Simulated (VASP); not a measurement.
# LiCl (Pm-3m) in VASP: G0W0 quasiparticle levels with PBE

Aim: the G0W0 quasiparticle levels of LiCl with PBE.

Everything below comes from runs of VASP 6.6.1. Logs are shortened: lines on timing, memory, paths and dates and some standing lists are left out, and cuts for length are marked.

### Step 1. The cell of the first run

It takes space group Pm-3m (No. 221, cubic). The conventional cell has a = 3.271 Å, b = 3.271 Å, c = 3.271 Å, α = 90.00°, β = 90.00°, γ = 90.00°. Li (site symmetry m-3m) has 8 Cl at 2.83 Å and 6 Li at 3.27 Å within 3.7 Å. Cl (site symmetry m-3m) has 8 Li at 2.83 Å and 6 Cl at 3.27 Å within 3.7 Å.

### Step 2. G0W0 quasiparticle levels, PBE

Contents of POSCAR:

```
LiCl
1.0
    3.2711235786      0.0000000000      0.0000000000
    0.0000000000      3.2711235786      0.0000000000
    0.0000000000      0.0000000000      3.2711235786
Li Cl
1 1
Direct
    0.0000000000      0.0000000000      0.0000000000
    0.5000000000      0.5000000000      0.5000000000
```

Contents of INCAR.step1:

```
  PREC = Accurate
  ENCUT = 500
  EDIFF = 1E-8
  ISMEAR = 0
  SIGMA = 0.01
  LREAL = False
  LASPH = True
  NELM = 80
  ALGO = Normal
  LWAVE = True
  LCHARG = False
  GGA = PE
```

Contents of INCAR.step2:

```
  PREC = Accurate
  ENCUT = 500
  EDIFF = 1E-8
  ISMEAR = 0
  SIGMA = 0.01
  LREAL = False
  LASPH = True
  NELM = 1
  ALGO = Exact
  LWAVE = True
  LCHARG = False
  GGA = PE
  NBANDS = 60
  LOPTICS = True
  ISTART = 1
```

Contents of INCAR.step3:

```
  PREC = Accurate
  ENCUT = 500
  EDIFF = 1E-8
  ISMEAR = 0
  SIGMA = 0.01
  LREAL = False
  LASPH = True
  ALGO = EVGW0
  LWAVE = False
  LCHARG = False
  GGA = PE
  NELMGW = 1
  NBANDS = 60
  ENCUTGW = 80.0
  NOMEGA = 96
  PRECFOCK = Fast
  ISTART = 1
  NBANDSGW = 12
  OMEGAMAX = 20
```

Contents of KPOINTS:

```
Automatic mesh
0
Gamma
  4 4 4
```

Potentials or basis: VASP PAW PBE potentials, release 64 (Li_GW, Cl_GW).

Launch:

```
> cat potpaw_PBE.64/Li_GW/POTCAR potpaw_PBE.64/Cl_GW/POTCAR > POTCAR
> cp INCAR.step1 INCAR
> mpirun -np 1 vasp_std > vasp.out
> cp INCAR.step2 INCAR
> mpirun -np 1 vasp_std > vasp.out
> cp INCAR.step3 INCAR
> mpirun -np 1 vasp_std > vasp.out
```

OUTCAR:

```text
PREC = Accurate
   ENCUT = 500
   EDIFF = 1E-8
   ISMEAR = 0
   LREAL = False
   LASPH = True
   GGA = PE
   NELMGW = 1
   ENCUTGW = 80.0
   PRECFOCK = Fast
   ISTART = 1

 ion  position               nearest neighbor table
   1  0.000  0.000  0.000-   2 2.83   2 2.83   2 2.83   2 2.83   2 2.83   2 2.83   2 2.83   2 2.83

   2  0.500  0.500  0.500-   1 2.83   1 2.83   1 2.83   1 2.83   1 2.83   1 2.83   1 2.83   1 2.83

  LATTYP: Found a simple cubic cell.
 ALAT       =     3.2711235786

  Lattice vectors:

 A1 = (   3.2711235786,   0.0000000000,   0.0000000000)
 A2 = (   0.0000000000,   3.2711235786,   0.0000000000)
 A3 = (   0.0000000000,   0.0000000000,   3.2711235786)

Analysis of symmetry for initial positions (statically):
=====================================================================
 Subroutine PRICEL returns:
 Original cell was already a primitive cell.

 Routine SETGRP: Setting up the symmetry group for a
 simple cubic supercell.

 Subroutine GETGRP returns: Found 48 space group operations
 (whereof 48 operations were pure point group operations)
 out of a pool of 48 trial point group operations.

The static configuration has the point symmetry O_h .

Analysis of symmetry for dynamics (positions and initial velocities):
=====================================================================
 Subroutine PRICEL returns:
 Original cell was already a primitive cell.

 Routine SETGRP: Setting up the symmetry group for a
 simple cubic supercell.

 Subroutine GETGRP returns: Found 48 space group operations
 (whereof 48 operations were pure point group operations)
 out of a pool of 48 trial point group operations.

The dynamic configuration has the point symmetry O_h .

 Subroutine INISYM returns: Found 48 space group operations
 (whereof 48 operations are pure point group operations),
 and found     1 'primitive' translations

----------------------------------------------------------------------------------------

                                     Primitive cell

  volume of cell :      35.0018

  direct lattice vectors                    reciprocal lattice vectors
     3.271123579  0.000000000  0.000000000     0.305705357  0.000000000  0.000000000
     0.000000000  3.271123579  0.000000000     0.000000000  0.305705357  0.000000000
     0.000000000  0.000000000  3.271123579     0.000000000  0.000000000  0.305705357

  length of vectors
     3.271123579  3.271123579  3.271123579     0.305705357  0.305705357  0.305705357

  position of ions in fractional coordinates (direct lattice)
     0.000000000  0.000000000  0.000000000
     0.500000000  0.500000000  0.500000000

  ion indices of the primitive-cell ions
   primitive index   ion index
                 1           1
                 2           2

----------------------------------------------------------------------------------------

 KPOINTS: Automatic mesh

Automatic generation of k-mesh.
 Grid dimensions read from file:
 generate k-points for:    4    4    4

 Generating k-lattice:

  Cartesian coordinates                     Fractional coordinates (reciprocal lattice)
     0.076426339  0.000000000  0.000000000     0.250000000  0.000000000  0.000000000
     0.000000000  0.076426339  0.000000000     0.000000000  0.250000000  0.000000000
     0.000000000  0.000000000  0.076426339     0.000000000  0.000000000  0.250000000

  Length of vectors
     0.076426339  0.076426339  0.076426339

  Shift w.r.t. Gamma in fractional coordinates (k-lattice)
     0.000000000  0.000000000  0.000000000

 Subroutine IBZKPT returns following result:
 ===========================================

 Found     10 irreducible k-points:

 Following reciprocal coordinates:
            Coordinates               Weight
  0.000000  0.000000  0.000000      1.000000
  0.250000  0.000000  0.000000      6.000000
  0.500000  0.000000  0.000000      3.000000
  0.250000  0.250000  0.000000     12.000000
  0.500000  0.250000  0.000000     12.000000
  0.500000  0.500000  0.000000      3.000000
  0.250000  0.250000  0.250000      8.000000
  0.500000  0.250000  0.250000     12.000000
  0.500000  0.500000  0.250000      6.000000
  0.500000  0.500000  0.500000      1.000000
   k-points           NKPTS =     10   k-points in BZ     NKDIM =     64   number of bands    NBANDS=     60
   number of dos      NEDOS =    301   number of ions     NIONS =      2
   total plane-waves  NPLWV =  13824
   dimension x,y,z NGX =    24 NGY =   24 NGZ =   24
   dimension x,y,z NGXF=    48 NGYF=   48 NGZF=   48
   ions per type =               1   1
   NGX,Y,Z   is equivalent  to a cutoff of  12.20, 12.20, 12.20 a.u.
   NGXF,Y,Z  is equivalent  to a cutoff of  24.39, 24.39, 24.39 a.u.
 SYSTEM =  unknown system
   PREC   = accura    normal or accurate (medium, high low for compatibility)
   ISTART =      1    job   : 0-new  1-cont  2-samecut
   ICHARG =      0    charge: 1-file 2-atom 10-const
   ISPIN  =      1    spin polarized calculation?
   LNONCOLLINEAR =      F non collinear calculations
   LSORBIT =      F    spin-orbit coupling
   LASPH  =      T    aspherical Exc in radial PAW
   ENCUT  =  500.0 eV  36.75 Ry    6.06 a.u.   5.96  5.96  5.96*2*pi/ulx,y,z
   NELM   =     60;   NELMIN=  2; NELMDL=  0     # of ELM steps
   EDIFF  = 0.1E-07   stopping-criterion for ELM
   LREAL  =      F    real-space projection
   EDIFFG = 0.1E-06   stopping-criterion for IOM
   NSW    =      0    number of steps for IOM
   IBRION =     -1    ionic relax: 0-MD 1-quasi-New 2-CG
   NFREE  =      0    steps in history (QN), initial steepest desc. (CG)
   ISIF   =      0    stress and relaxation
   ISYM   =      3    0-nonsym 1-usesym 2-fastsym
   POTIM  = 0.5000    time-step for ionic-motion
   TEBEG  =    0.0;   TEEND  =   0.0 temperature during run
   PSTRESS=    0.0 pullay stress
   NELECT =       8.0000    total number of electrons
   NUPDOWN=      -1.0000    fix difference up-down
   EMIN   =  10.00;   EMAX   =-10.00  energy-range for DOS
   EFERMI =   0.00;   METHOD = LEGACY
   ISMEAR =     0;   SIGMA  =   0.01  broadening in eV -4-tet -1-fermi 0-gaus
   EFERMI_NEDOS =   21; number of points for ismear=-14 and -15
   IALGO  =     38    algorithm
   IMIX   =      4    mixing-type and parameters
     AMIX     =   0.40;   BMIX     =  1.00
     AMIX_MAG =   1.60;   BMIX_MAG =  1.00
  volume/ion in A,a.u.               =      17.50       118.10
  Fermi-wavevector in a.u.,A,eV,Ry     =   1.000940  1.891502 13.631406  1.001880
  Thomas-Fermi vector in A             =   2.133329
   LORBIT       =      0    0 simple, 1 ext, 2 COOP (PROOUT), +10 PAW based schemes
   GGA     = PE    functional components
   LHFCALC =     T    Hartree Fock is set to
   PRECFOCK=fast      Normal, Fast or Accurate (Low or Medium for compatibility)
   ENCUT4O =  -1.0   cutoff for four orbital integrals eV
   NKREDX  =     1    reduce k-point grid by
   NKREDY  =     1    reduce k-point grid by
   NKREDZ  =     1    reduce k-point grid by
   AEXX    =    1.0000 exact exchange contribution
   HFSCREEN=    0.0000 screening length (either q_TF or 0.3 A-1)
   HFSCREENC=   0.0000 screening length for correlation (either q_TF or 0.3 A-1)
   ENCUTFOCK=  -1.0 apply spherical cutoff to Coloumb kernel
   IVDW    =     0    specifies the selected vdW correction
   LEPSILON=     F    determine dielectric tensor
   LRPA    =     F    only Hartree local field effects (RPA)
   LRPAFORCE           =     F    calculate RPA forces
   ENCUTGW             =  80.0    cutoff for response function in eV
   ENCUTGWSOFT         =  64.0    soft cutoff for Coulomb kernel in GW response function in eV
   ENCUTLF             =  -1.0    cutoff for local field effects
   NELMGW              =     1    number of iterations in solving QP/BSE equation
   NELMHF              =     1    number of iterations in the inner HF iteration
   NKREDLFX            =     1    NKREDLFY  =   1   NKREDLFZ  =   1
 non-spin polarized calculation
 Gauss-broadening in eV      SIGMA  =   0.01
  energy-cutoff  :      500.00
  volume of cell :       35.00
 maximum number of plane-waves:       912
 NGX is ok and might be reduce to    24
  NGX = 14; NGY = 14; NGZ = 14
   NGX = 11   NGY = 11   NGZ = 11
 maximum number of plane-waves:        65
 NGX is ok and might be reduce to    10

 QP shifts <psi_nk| G(iteration)W_0 |psi_nk>: iteration 1
 for sc-GW calculations column KS-energies equals QP-energies in previous step
 and V_xc(KS)=  KS-energies - (<T + V_ion + V_H > + <T+V_H+V_ion>^1  + <V_x>^1)

 k-point   1 :       0.0000    0.0000    0.0000
  band No.  KS-energies  QP-energies   sigma(KS)   V_xc(KS)     V^pw_x(r,r')   Z            occupation Imag(sigma)

      1     -14.1482     -14.9870     -15.9538     -14.6807     -24.0794       0.6589       2.0000       1.1897
      2      -0.7227      -2.0252     -15.9989     -14.3326     -18.5806       0.7817       2.0000       0.0503
      3      -0.7227      -2.0252     -15.9989     -14.3326     -18.5806       0.7817       2.0000       0.0503
      4      -0.7227      -2.0252     -15.9989     -14.3326     -18.5806       0.7817       2.0000       0.0503
      5       4.4973       5.2791      -7.1492      -8.0897      -3.8276       0.8312       0.0000      -0.0444
      6       8.6950       9.7355      -7.6836      -8.9419      -4.1790       0.8268       0.0000      -0.0484
      7       8.6950       9.7355      -7.6836      -8.9419      -4.1790       0.8268       0.0000      -0.0484
      8      13.2781      14.4490      -6.1768      -7.6997      -1.8619       0.7689       0.0000      -0.1621
      9      13.2781      14.4490      -6.1768      -7.6997      -1.8619       0.7689       0.0000      -0.1621
     10      13.2781      14.4490      -6.1768      -7.6997      -1.8619       0.7689       0.0000      -0.1621
     11      16.5659      18.4017      -9.9232     -12.2721      -5.1710       0.7815       0.0000      -0.3765
     12      16.5659      18.4017      -9.9232     -12.2721      -5.1710       0.7815       0.0000      -0.3765

 k-point   2 :       0.2500    0.0000    0.0000
  band No.  KS-energies  QP-energies   sigma(KS)   V_xc(KS)     V^pw_x(r,r')   Z            occupation Imag(sigma)
[... 129 lines left out ...]
      1     -12.6774     -13.4684     -16.9225     -15.8338     -24.7557       0.7265       2.0000       1.0248
      2      -2.3833      -3.8793     -15.4361     -13.4922     -18.2914       0.7696       2.0000       0.0649
      3      -2.3833      -3.8793     -15.4361     -13.4922     -18.2914       0.7696       2.0000       0.0649
      4      -2.3833      -3.8793     -15.4361     -13.4922     -18.2914       0.7696       2.0000       0.0649
      5       5.2469       6.1486      -6.2504      -7.3303      -3.0408       0.8350       0.0000      -0.0442
      6       5.2469       6.1486      -6.2504      -7.3303      -3.0408       0.8350       0.0000      -0.0442
      7       5.2469       6.1486      -6.2504      -7.3303      -3.0408       0.8350       0.0000      -0.0442
      8      12.0657      12.7787      -5.4121      -6.3408      -1.0597       0.7678       0.0000      -0.1324
      9      18.7427      19.8528      -8.9658     -10.3795      -3.7455       0.7853       0.0000      -0.6621
     10      18.7427      19.8528      -8.9658     -10.3795      -3.7455       0.7853       0.0000      -0.6621
     11      18.7427      19.8528      -8.9658     -10.3795      -3.7455       0.7853       0.0000      -0.6621
     12      19.8212      21.8816     -11.3258     -14.1143      -5.7284       0.7389       0.0000      -0.4654
```

Wall time 40 s (1 thread of AMD EPYC 9R45 (Zen 5), shared host); peak memory 0.31 GiB.

What came out:

| Quantity | Value |
| --- | --- |
| Quasiparticle gap | 6.36 eV |
| Least direct quasiparticle gap | 7.15 eV |
| Band gap of the starting levels on the mesh | 4.40 eV |
| Least direct gap of the starting levels on the mesh | 5.17 eV |

Caveat: the k points lie up to 0.48 Å⁻¹ apart; bands, screening cutoff and mesh are small and nothing is extrapolated, so the quasiparticle values aren't converged; the structure was generated, so it needn't be the stable form of LiCl.
